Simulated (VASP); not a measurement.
Write the native input for VASP 6.6.1 that does the following.

```yaml
Task: single point
Functional: PBE
Potentials_or_basis: VASP PAW PBE potentials, release 64 (Na_pv, Y_sv)
Cutoff: 520 eV
k_mesh: 4 × 4 × 4
Occupations: gaussian, width 0.1 eV
Spin: no spin polarisation
Dipole_correction: no
Further_INCAR_settings: ALGO = Fast; EDIFF = 1e-06; NBANDS = 34
```

The structure of Na2Y lies in POSCAR:

```
Na2Y
1.0
    5.9148253151      0.0000000000      0.0000000000
    0.0000000000      6.0949241629      0.0000000000
    0.0000000000      0.0000000000      3.9811324237
Na Y
4 2
Direct
    0.2250000000      0.8250000000      0.5000000000
    0.7250000000      0.6750000000      0.0000000000
    0.7750000000      0.1750000000      0.5000000000
    0.2750000000      0.3250000000      0.0000000000
    0.5000000000      0.5000000000      0.5000000000
    0.0000000000      0.0000000000      0.0000000000
```

The input as run:

INCAR

```
ALGO = Fast
EDIFF = 1E-6
ENCUT = 520
GGA = PE
ISIF = 2
ISMEAR = 0
LASPH = T
LCHARG = F
LREAL = F
LWAVE = F
NBANDS = 34
NELM = 80
PREC = Accurate
SIGMA = 0.1
```

KPOINTS

```
k-points
0
Gamma
  4 4 4
```

Potentials or basis: VASP PAW PBE potentials, release 64 (Na_pv, Y_sv).

The run is started by

```bash
$ cat potpaw_PBE.64/Na_pv/POTCAR potpaw_PBE.64/Y_sv/POTCAR > POTCAR
$ mpirun -np 1 vasp_std > vasp.out
```

Results of the run:

| Property | Result |
| --- | --- |
| Pressure | 17.0 GPa |
| Largest force | 0.755 eV/Å |
| Band gap on the k mesh | zero (bands 25 and 26 overlap by 0.70 eV) |

Caveat: the k points lie up to 0.39 Å⁻¹ apart, too coarse for converged energies and pressures of a metal.

Wall time 2.7 min on 1 thread of Intel(R) Xeon(R) 6975P-C (Granite Rapids), with other jobs on the host, peak memory 0.33 GiB.
